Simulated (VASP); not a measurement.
MgO, 4 atoms in the cell. Symmetry: P6_3/mmc, No. 194, hexagonal system. The conventional cell has a = 3.486 Å, b = 3.486 Å, c = 4.070 Å, α = 90.00°, β = 90.00°, γ = 120.00°. Mg (site symmetry -6m2) has 5 O at 2.01 to 2.03 Å within 2.7 Å. Within 2.7 Å of O (site symmetry -6m2) lie 5 Mg at 2.01 to 2.03 Å. 

| Item | Value |
| --- | --- |
| Program | VASP 6.6.1 |
| Task | single point |
| Functional | PBE |
| Potentials or basis | VASP PAW PBE potentials, release 64 (Mg, O) |
| Cutoff | 520 eV |
| k mesh | 9 × 9 × 6 |
| Occupations | gaussian, width 0.05 eV |
| Spin | no spin polarisation |
| Dipole correction | no |
| Further INCAR settings | ALGO = Normal; EDIFF = 1e-07; NBANDS = 16 |

Potentials or basis: VASP PAW PBE potentials, release 64 (Mg, O).

Launch:

```bash
$ cat potpaw_PBE.64/Mg/POTCAR potpaw_PBE.64/O/POTCAR > POTCAR
$ mpirun -np 1 vasp_std > vasp.out
```

Hardware: 1 thread of Intel(R) Xeon(R) Platinum 8259CL CPU @ 2.50GHz (Skylake/Cascade Lake), on a shared host.

Question: Estimate the wall time of this run.

Answer: Wall time 27 s on 1 thread of Intel(R) Xeon(R) Platinum 8259CL CPU @ 2.50GHz (Skylake/Cascade Lake) (shared host), peak memory 0.17 GiB. Counts: scf iterations 14, k points 48.
